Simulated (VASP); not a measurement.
# SiC (F-43m) in VASP: relaxation of the atoms with PBE

Aim: the relaxation of the atoms of SiC with PBE.

Program: VASP 6.6.1. These are calculated values, not measurements. Logs are shortened: lines on timing, memory, paths and dates and some standing lists are left out, and cuts for length are marked.

**1. The cell of the first run**

Symmetry: F-43m, No. 216, cubic system. Conventional cell: a = 4.358 Å, b = 4.358 Å, c = 4.358 Å, α = 90.00°, β = 90.00°, γ = 90.00°. Si (site symmetry -43m) has 4 C at 1.89 Å within 2.5 Å. Within 2.5 Å of C (site symmetry -43m) lie 4 Si at 1.89 Å.

**2. Relaxation of the atoms, PBE**

Contents of INCAR:

```
PREC = Accurate
ENCUT = 520
EDIFF = 1E-7
ISMEAR = -1
SIGMA = 0.02
LREAL = F
LASPH = T
NELM = 100
ALGO = Normal
ISIF = 2
LWAVE = F
LCHARG = F
GGA = PE
IBRION = 2
NSW = 80
EDIFFG = -0.02
```

Contents of KPOINTS:

```
Automatic mesh
0
Gamma
  17 17 17
```

Contents of POSCAR:

```
SiC
1.0
    0.0000000000      2.1790000000      2.1790000000
    2.1790000000      0.0000000000      2.1790000000
    2.1790000000      2.1790000000      0.0000000000
Si C
1 1
Direct
    0.0000000000      0.0000000000      0.0000000000
    0.2500000000      0.2500000000      0.2500000000
```

Potentials or basis: VASP PAW PBE potentials, release 64 (Si, C).

Run with:

```sh
$ cat potpaw_PBE.64/Si/POTCAR potpaw_PBE.64/C/POTCAR > POTCAR
$ mpirun -np 1 vasp_std > vasp.out
```

OUTCAR:

```text
PREC = Accurate
   ENCUT = 520
   EDIFF = 1E-7
   ISMEAR = -1
   LREAL = F
   LASPH = T
   NELM = 100
   ISIF = 2
   GGA = PE
   IBRION = 2
   NSW = 80
   EDIFFG = -0.02

 ion  position               nearest neighbor table
   1  0.000  0.000  0.000-   2 1.89   2 1.89   2 1.89   2 1.89
   2  0.250  0.250  0.250-   1 1.89   1 1.89   1 1.89   1 1.89

  LATTYP: Found a face centered cubic cell.
 ALAT       =     4.3580000000

  Lattice vectors:

 A1 = (   0.0000000000,   2.1790000000,   2.1790000000)
 A2 = (   2.1790000000,   0.0000000000,   2.1790000000)
 A3 = (   2.1790000000,   2.1790000000,   0.0000000000)

Analysis of symmetry for initial positions (statically):
=====================================================================
 Subroutine PRICEL returns:
 Original cell was already a primitive cell.

 Routine SETGRP: Setting up the symmetry group for a
 face centered cubic supercell.

 Subroutine GETGRP returns: Found 24 space group operations
 (whereof 24 operations were pure point group operations)
 out of a pool of 48 trial point group operations.

The static configuration has the point symmetry T_d .

Analysis of symmetry for dynamics (positions and initial velocities):
=====================================================================
 Subroutine PRICEL returns:
 Original cell was already a primitive cell.

 Routine SETGRP: Setting up the symmetry group for a
 face centered cubic supercell.

 Subroutine GETGRP returns: Found 24 space group operations
 (whereof 24 operations were pure point group operations)
 out of a pool of 48 trial point group operations.

The dynamic configuration has the point symmetry T_d .

 Subroutine INISYM returns: Found 24 space group operations
 (whereof 24 operations are pure point group operations),
 and found     1 'primitive' translations

----------------------------------------------------------------------------------------

                                     Primitive cell

  volume of cell :      20.6920

  direct lattice vectors                    reciprocal lattice vectors
     0.000000000  2.179000000  2.179000000    -0.229463056  0.229463056  0.229463056
     2.179000000  0.000000000  2.179000000     0.229463056 -0.229463056  0.229463056
     2.179000000  2.179000000  0.000000000     0.229463056  0.229463056 -0.229463056

  length of vectors
     3.081571352  3.081571352  3.081571352     0.397441672  0.397441672  0.397441672

  position of ions in fractional coordinates (direct lattice)
     0.000000000  0.000000000  0.000000000
     0.250000000  0.250000000  0.250000000

  ion indices of the primitive-cell ions
   primitive index   ion index
                 1           1
                 2           2

----------------------------------------------------------------------------------------

 KPOINTS: Automatic mesh

Automatic generation of k-mesh.
 Grid dimensions read from file:
 generate k-points for:   17   17   17

 Generating k-lattice:

  Cartesian coordinates                     Fractional coordinates (reciprocal lattice)
    -0.013497827  0.013497827  0.013497827     0.058823529  0.000000000  0.000000000
     0.013497827 -0.013497827  0.013497827     0.000000000  0.058823529  0.000000000
     0.013497827  0.013497827 -0.013497827     0.000000000  0.000000000  0.058823529

  Length of vectors
     0.023378922  0.023378922  0.023378922

  Shift w.r.t. Gamma in fractional coordinates (k-lattice)
     0.000000000  0.000000000  0.000000000

 Subroutine IBZKPT returns following result:
 ===========================================

 Found    165 irreducible k-points:

 Following reciprocal coordinates:
            Coordinates               Weight
  0.000000  0.000000  0.000000      1.000000
  0.058824  0.000000  0.000000      8.000000
  0.117647  0.000000  0.000000      8.000000
  0.176471  0.000000  0.000000      8.000000
  0.235294  0.000000  0.000000      8.000000
  0.294118  0.000000  0.000000      8.000000
[... 16 lines left out ...]
 -0.176471  0.058824  0.000000     24.000000
 -0.117647  0.058824  0.000000     24.000000
 [... further k-points ...]
   k-points           NKPTS =    165   k-points in BZ     NKDIM =    165   number of bands    NBANDS=      8
   number of dos      NEDOS =    301   number of ions     NIONS =      2
   total plane-waves  NPLWV =  13824
   dimension x,y,z NGX =    24 NGY =   24 NGZ =   24
   dimension x,y,z NGXF=    48 NGYF=   48 NGZF=   48
   ions per type =               1   1
   NGX,Y,Z   is equivalent  to a cutoff of  12.95, 12.95, 12.95 a.u.
   NGXF,Y,Z  is equivalent  to a cutoff of  25.90, 25.90, 25.90 a.u.
 SYSTEM =  unknown system
   PREC   = accura    normal or accurate (medium, high low for compatibility)
   ISTART =      0    job   : 0-new  1-cont  2-samecut
   ICHARG =      2    charge: 1-file 2-atom 10-const
   ISPIN  =      1    spin polarized calculation?
   LNONCOLLINEAR =      F non collinear calculations
   LSORBIT =      F    spin-orbit coupling
   LASPH  =      T    aspherical Exc in radial PAW
   ENCUT  =  520.0 eV  38.22 Ry    6.18 a.u.   5.73  5.73  5.73*2*pi/ulx,y,z
   NELM   =    100;   NELMIN=  2; NELMDL= -5     # of ELM steps
   EDIFF  = 0.1E-06   stopping-criterion for ELM
   LREAL  =      F    real-space projection
   EDIFFG = -.2E-01   stopping-criterion for IOM
   NSW    =     80    number of steps for IOM
   IBRION =      2    ionic relax: 0-MD 1-quasi-New 2-CG
   NFREE  =      1    steps in history (QN), initial steepest desc. (CG)
   ISIF   =      2    stress and relaxation
   ISYM   =      2    0-nonsym 1-usesym 2-fastsym
   POTIM  = 0.5000    time-step for ionic-motion
   TEBEG  =    0.0;   TEEND  =   0.0 temperature during run
   PSTRESS=    0.0 pullay stress
   NELECT =       8.0000    total number of electrons
   NUPDOWN=      -1.0000    fix difference up-down
   EMIN   =  10.00;   EMAX   =-10.00  energy-range for DOS
   EFERMI =   0.00;   METHOD = LEGACY
   ISMEAR =    -1;   SIGMA  =   0.02  broadening in eV -4-tet -1-fermi 0-gaus
   EFERMI_NEDOS =   21; number of points for ismear=-14 and -15
   IALGO  =     38    algorithm
   IMIX   =      4    mixing-type and parameters
     AMIX     =   0.40;   BMIX     =  1.00
     AMIX_MAG =   1.60;   BMIX_MAG =  1.00
  volume/ion in A,a.u.               =      10.35        69.82
  Fermi-wavevector in a.u.,A,eV,Ry     =   1.192626  2.253736 19.352338  1.422357
  Thomas-Fermi vector in A             =   2.328660
   LORBIT       =      0    0 simple, 1 ext, 2 COOP (PROOUT), +10 PAW based schemes
   GGA     = PE    functional components
   LHFCALC =     F    Hartree Fock is set to
   AEXX    =    0.0000 exact exchange contribution
   IVDW    =     0    specifies the selected vdW correction
   LEPSILON=     F    determine dielectric tensor
   LRPA    =     F    only Hartree local field effects (RPA)
 conjugate gradient relaxation of ions
 non-spin polarized calculation
  energy-cutoff  :      520.00
  volume of cell :       20.69
 maximum number of plane-waves:       568
   NGX = 11   NGY = 11   NGZ = 11

 number of electron       8.0000001 magnetization

 Free energy of the ion-electron system (eV)
  ---------------------------------------------------
  ext. energy  EPLUGINS =         0.00000000
  ---------------------------------------------------
  free energy    TOTEN  =       -15.05786697 eV

  energy without entropy =      -15.05786697  energy(sigma->0) =      -15.05786697

 E-fermi :   8.5037     XC(G=0): -11.3562

 val. band max:        8.1067784263   @ k =   0.0000   0.0000   0.0000
 cond. band min:       9.5046528518   @ k =   0.4706   0.4706   0.0000
 fundamental gap:      1.3978744255
 Fermi energy:         8.5036945177

 k-point     1 :       0.0000    0.0000    0.0000
  band No.  band energies     occupation
      1      -7.2964      2.00000
      2       8.1068      2.00000
      3       8.1068      2.00000
      4       8.1068      2.00000
      5      14.3408      0.00000
      6      15.4143      0.00000
      7      15.4143      0.00000
      8      15.4143      0.00000

 k-point     2 :       0.0588    0.0000    0.0000
  band No.  band energies     occupation
      1      -7.2287      2.00000
      2       7.7274      2.00000
      3       8.0583      2.00000
      4       8.0583      2.00000
      5      14.5011      0.00000
      6      15.4638      0.00000
      7      15.5059      0.00000
      8      15.5059      0.00000

 k-point     3 :       0.1176    0.0000    0.0000
  band No.  band energies     occupation
      1      -7.0264      2.00000
      2       6.7686      2.00000
      3       7.9267      2.00000
      4       7.9267      2.00000
      5      14.5922      0.00000
      6      15.7337      0.00000
      7      15.7337      0.00000
      8      15.8593      0.00000

 k-point     4 :       0.1765    0.0000    0.0000
  band No.  band energies     occupation
      1      -6.6927      2.00000
      2       5.5171      2.00000
      3       7.7449      2.00000
      4       7.7449      2.00000
      5      14.4114      0.00000
      6      15.9633      0.00000
      7      15.9633      0.00000
      8      16.5879      0.00000

 k-point     5 :       0.2353    0.0000    0.0000
  band No.  band energies     occupation
      1      -6.2339      2.00000
      2       4.1585      2.00000
      3       7.5488      2.00000
      4       7.5488      2.00000
      5      14.1589      0.00000
      6      16.0324      0.00000
      7      16.0324      0.00000
      8      17.3065      0.00000
[... 177 lines left out ...]
 k-point    22 :      -0.2353    0.0588    0.0000
  band No.  band energies     occupation
      1      -5.9970      2.00000
      2       3.7232      2.00000
      3       6.9678      2.00000
      4       7.6641      2.00000
      5      14.2892      0.00000
      6      15.8990      0.00000
      7      16.0405      0.00000
      8      17.4658      0.00000

 k-point    23 :      -0.1765    0.0588    0.0000
  band No.  band energies     occupation
      1      -6.4943      2.00000
      2       5.0657      2.00000
      3       7.1811      2.00000
      4       7.8611      2.00000
      5      14.5383      0.00000
      6      15.8701      0.00000
      7      15.9731      0.00000
      8      16.9469      0.00000

 k-point    24 :      -0.1176    0.0588    0.0000
  band No.  band energies     occupation
      1      -6.8699      2.00000
      2       6.3193      2.00000
      3       7.4384      2.00000
      4       8.0138      2.00000
      5      14.7530      0.00000
      6      15.5722      0.00000
      7      15.6940      0.00000
      8      16.4837      0.00000

 [... further k-points ...]

------------------------ aborting loop because EDIFF is reached ----------------------------------------

  FORCE on cell =-STRESS in cart. coord.  units (eV):
  Direction    XX          YY          ZZ          XY          YZ          ZX
  --------------------------------------------------------------------------------------
  -------------------------------------------------------------------------------------
  Total        0.4145183      0.4145183      0.4145183      0.0000000      0.0000000     -0.0000000
  in kB       32.0961289     32.0961289     32.0961289      0.0000000      0.0000000     -0.0000000
  external PRESSURE =      32.0961289 kB  Pullay stress =       0.0000000 kB

 VOLUME and BASIS-vectors are now :
 -----------------------------------------------------------------------------
  energy-cutoff  :      520.00
  volume of cell :       20.69
      direct lattice vectors                 reciprocal lattice vectors
     0.000000000  2.179000000  2.179000000    -0.229463056  0.229463056  0.229463056
     2.179000000  0.000000000  2.179000000     0.229463056 -0.229463056  0.229463056
     2.179000000  2.179000000  0.000000000     0.229463056  0.229463056 -0.229463056

 POSITION                                       TOTAL-FORCE (eV/Angst)
 -----------------------------------------------------------------------------------
      0.00000      0.00000      0.00000         0.000000      0.000000      0.000000
      1.08950      1.08950      1.08950        -0.000000     -0.000000     -0.000000
 -----------------------------------------------------------------------------------
    total drift:                                0.000000      0.000000      0.000000

  FREE ENERGIE OF THE ION-ELECTRON SYSTEM (eV)
  ---------------------------------------------------
  free  energy   TOTEN  =       -15.0578669736 eV

  energy  without entropy=      -15.0578669736  energy(sigma->0) =      -15.05786697

 reached required accuracy - stopping structural energy minimisation
```

Wall time 54 s (1 thread of AMD EPYC 7R43 (Zen 3), shared host); peak memory 0.12 GiB.

What came out:

* Free energy: -15.0579 eV
* Pressure after relaxing: 3.2 GPa
* Band gap on the k mesh: 1.40 eV (least direct gap 4.56 eV)

Final structure:
```yaml
crystal:
  lattice:
    - [0.00000, 2.17900, 2.17900]
    - [2.17900, 0.00000, 2.17900]
    - [2.17900, 2.17900, 0.00000]
  atoms:
    - { symbol: Si, position: [0.00000, 0.00000, 0.00000] }
    - { symbol: C, position: [0.25000, 0.25000, 0.25000] }
```

Caveat: the relaxation stopped at its first step, so nothing moved; an odd mesh through Γ misses points on the zone boundary, where band edges can lie.
